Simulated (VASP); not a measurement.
InP, 2 atoms in the cell. The structure is cubic, space group F-43m (No. 216). Conventional cell: a = 5.960 Å, b = 5.960 Å, c = 5.960 Å, α = 90.00°, β = 90.00°, γ = 90.00°. Within 3.4 Å of In (site symmetry -43m) lie 4 P at 2.58 Å. P (site symmetry -43m) has 4 In at 2.58 Å within 3.4 Å. 

```yaml
Program: VASP 6.6.1
Task: relaxation of cell and atoms
Functional: PBEsol
Potentials_or_basis: VASP PAW PBE potentials, release 64 (In_d, P)
Cutoff: 600 eV
k_mesh: 6 × 6 × 6
Occupations: fermi-dirac, width 0.02 eV
Spin: no spin polarisation
Dipole_correction: no
Further_INCAR_settings: ALGO = Normal; EDIFF = 1e-06; IBRION = 2; EDIFFG = -0.005; NSW = 80; ISIF = 3
```

Potentials or basis: VASP PAW PBE potentials, release 64 (In_d, P).

The run is started by

```bash
$ cat potpaw_PBE.64/In_d/POTCAR potpaw_PBE.64/P/POTCAR > POTCAR
$ mpirun -np 1 vasp_std > vasp.out
```

Hardware: 1 thread of Intel Xeon 8259CL, on a shared host.

Problem. How long does it take, and how much memory?

Solution. Run time: 67 s on 1 thread of Intel Xeon 8259CL, on a shared host, peak memory 0.22 GiB. Counts: scf iterations 28, k points 16, ion steps 3.
